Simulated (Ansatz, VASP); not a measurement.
**One calculation of Ti6H, two programs**

INCAR

```
SYSTEM = Ti6H
PREC = Accurate
ENCUT = 520
EDIFF = 1E-6
ISMEAR = 0
SIGMA = 0.1
LREAL = .False.
LASPH = .True.
NELM = 60
ALGO = Normal
ISIF = 2
LWAVE = .False.
LCHARG = .False.
LDIPOL = .True.
IDIPOL = 3
DIPOL = 0.5 0.5 0.331
GGA = PE
NBANDS = 86
```

Contents of KPOINTS:

```
Automatic mesh
0
Gamma
  5 6 1
  0 0 0
```

Contents of POSCAR:

```
Ti6H
1.0
    5.6639455763      0.0000000000      0.0000000000
    0.0000000000      4.5793473381      0.0000000000
    0.0000000000      0.0000000000     24.5506933039
Ti H
12 2
Direct
    0.2500000000      0.0000000000      0.1629281891
    0.7500000000      0.0000000000      0.1629281891
    0.0000000000      0.5000000000      0.2167736627
    0.5000000000      0.5000000000      0.2167736627
    0.2500000000      0.0000000000      0.2706191363
    0.7500000000      0.0000000000      0.2706191363
    0.2500000000      0.5000000000      0.3256599435
    0.7500000000      0.5000000000      0.3256599435
    0.0000000000      0.0000000000      0.3779650127
    0.5000000000      0.0000000000      0.3779650127
    0.2500000000      0.5000000000      0.4297513383
    0.7500000000      0.5000000000      0.4297513383
   -0.0662082633      0.0000000000      0.5356546612
    0.0662082633      0.0000000000      0.5356546612
```

Input for Ansatz:

```yaml
crystal:
  lattice:
    - [5.6639455763, 0.0, 0.0]
    - [0.0, 4.5793473381, 0.0]
    - [0.0, 0.0, 24.5506933039]
  atoms:
    - { symbol: Ti, position: [0.25, 0.0, 0.1629281891] }
    - { symbol: Ti, position: [0.75, 0.0, 0.1629281891] }
    - { symbol: Ti, position: [0.0, 0.5, 0.2167736627] }
    - { symbol: Ti, position: [0.5, 0.5, 0.2167736627] }
    - { symbol: Ti, position: [0.25, 0.0, 0.2706191363] }
    - { symbol: Ti, position: [0.75, 0.0, 0.2706191363] }
    - { symbol: Ti, position: [0.25, 0.5, 0.3256599435] }
    - { symbol: Ti, position: [0.75, 0.5, 0.3256599435] }
    - { symbol: Ti, position: [0.0, 0.0, 0.3779650127] }
    - { symbol: Ti, position: [0.5, 0.0, 0.3779650127] }
    - { symbol: Ti, position: [0.25, 0.5, 0.4297513383] }
    - { symbol: Ti, position: [0.75, 0.5, 0.4297513383] }
    - { symbol: H, position: [-0.0662082633, 0.0, 0.5356546612] }
    - { symbol: H, position: [0.0662082633, 0.0, 0.5356546612] }
basis:
  ecutwfc: 420
kpoints:
  mp_grid: { grid: [5, 6, 1] }
hamiltonian:
  xc: pbe
  pseudopotentials: { kind: paw, azcp: { folder: soft_1 } }
scf:
  occupations: { method: gaussian, width: 0.1 }
output:
  forces: true
  eigenvalues: true
efield:
  axis: 3
  dipole_correction: true
  ramp_width: 0.04
```

Alike in both runs: task single point; functional PBE; k mesh 5 × 6 × 1; occupations gaussian, width 0.1 eV; no spin polarisation.

|  | VASP | Ansatz |
| --- | --- | --- |
| version | VASP 6.6.1 | Ansatz 0.2.0 |
| potentials or method | VASP PAW PBE potentials, release 64 (Ti_sv, H), cutoff 520 eV | scalar-relativistic, plane waves, PAW |
| valence electrons in the cell | 146 | 146 |

Ansatz gave:

- gap on the k mesh at the Fermi level (eV): none
- rms of the force components (eV/Å): 0.116

Question: Which values does VASP return?

Answer: gap on the k mesh at the Fermi level (eV): none; rms of the force components (eV/Å): 0.117.

Atom by atom the forces differ by 0.007 eV/Å (rms over components). A gap of «none» marks a metal or a gap that the smearing closes.
